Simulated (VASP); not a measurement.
Set up this calculation in VASP 6.6.1, as the native input.

* Task: single point
* Functional: PBEsol
* Potentials or basis: VASP PAW PBE potentials, release 64 (Tl_d)
* Cutoff: 520 eV
* k mesh: 16 × 16 × 16
* Occupations: gaussian, width 0.1 eV
* Spin: no spin polarisation
* Dipole correction: no
* Further INCAR settings: ALGO = Fast; EDIFF = 1e-07; NBANDS = 12

The structure of Tl lies in POSCAR:

```
Tl
1.0
    0.0000000000      2.4194947820      2.4194947820
    2.4194947820      0.0000000000      2.4194947820
    2.4194947820      2.4194947820      0.0000000000
Tl
1
Direct
    0.0000000000      0.0000000000      0.0000000000
```

The input as run:

INCAR

```
SYSTEM = Tl
PREC     = Accurate       ! precision mode
ENCUT    = 520            ! plane-wave cutoff, eV
EDIFF    = 1E-7           ! SCF threshold, eV
ISMEAR   = 0              ! smearing method
SIGMA    = 0.1            ! smearing width, eV
LREAL    = .FALSE.        ! projectors in reciprocal space
LASPH    = .TRUE.         ! aspherical terms in the spheres
NELM     = 80             ! most SCF steps
ALGO     = Fast           ! electronic algorithm
ISIF     = 2              ! what is computed and relaxed
LWAVE    = .FALSE.        ! write WAVECAR
LCHARG   = .FALSE.        ! write CHGCAR
GGA      = PS             ! functional
NBANDS   = 12             ! bands
```

KPOINTS

```
Automatic mesh
0
G
  16 16 16
  0 0 0
```

Potentials or basis: VASP PAW PBE potentials, release 64 (Tl_d).

The run is started by

```console
$ cat potpaw_PBE.64/Tl_d/POTCAR > POTCAR
$ mpirun -np 1 vasp_std > vasp.out
```

It gave:

```json
{"Pressure": "-0.1 GPa"}
```

Caveat: the PAW data sets were made with another functional, which shifts forces and pressure a little.

It took 81 s on 1 thread of AMD EPYC 7R43 64-Core Processor (Zen 3), with other jobs on the host, peak memory 0.15 GiB.
